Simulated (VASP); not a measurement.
Set up this calculation in VASP 6.6.1, as the native input.

| Quantity | Value |
| --- | --- |
| Task | relaxation of cell and atoms |
| Functional | PBE |
| Potentials or basis | VASP PAW PBE potentials, release 64 (Al) |
| Cutoff | 600 eV |
| k mesh | 19 × 19 × 11 |
| Occupations | fermi-dirac, width 0.08 eV |
| Spin | no spin polarisation |
| Target pressure | 230 GPa |
| Dipole correction | no |
| Further INCAR settings | ALGO = Normal; EDIFF = 1e-07; IBRION = 2; EDIFFG = -0.005; NSW = 32; ISIF = 3 |

The structure of Al lies in POSCAR:

```
Al
1.0
    2.2679449336      0.0000000000      0.0000000000
   -1.1339724668      1.9640979269      0.0000000000
    0.0000000000      0.0000000000      3.6823072538
Al
2
Direct
    0.3333333333      0.6666666667      0.2500000000
    0.6666666667      0.3333333333      0.7500000000
```

This isn't the form of Al at room conditions, which is fcc.

The input as run:

INCAR

```
SYSTEM = Al
PREC = Accurate ; ENCUT = 600
EDIFF = 1E-7 ; ISMEAR = -1
SIGMA = 0.08 ; LREAL = .FALSE.
LASPH = .TRUE. ; NELM = 80
ALGO = Normal ; ISIF = 3
LWAVE = .FALSE. ; LCHARG = .FALSE.
GGA = PE ; IBRION = 2
NSW = 32 ; EDIFFG = -0.005
PSTRESS = 2300.0
```

KPOINTS

```
regular mesh
0
G
  19 19 11
  0 0 0
```

Potentials or basis: VASP PAW PBE potentials, release 64 (Al).

Run with:

```sh
$ cat potpaw_PBE.64/Al/POTCAR > POTCAR
$ mpirun -np 1 vasp_std > vasp.out
```

It gave:

* Relaxed volume: 8.21 Å³/atom
* Relaxed cell: a = 2.269 Å, b = 2.269 Å, c = 3.684 Å, α = 90.00°, β = 90.00°, γ = 120.00°
* Space group after relaxing (to 0.1 Å): P6_3/mmc (No. 194)
* Energy change on relaxing (the run minimises the enthalpy): -18.9 meV/atom
* Ionic steps: 3
* Pressure after relaxing: 230.0 GPa
* Band gap on the k mesh: zero (bands 3 and 4 overlap by 8.65 eV)

Caveat: the cell is relaxed towards a set pressure, so the run minimises the enthalpy, not the energy.

Run time: 66 s on 1 thread of Intel Xeon 8259CL (shared host), peak memory 0.15 GiB.
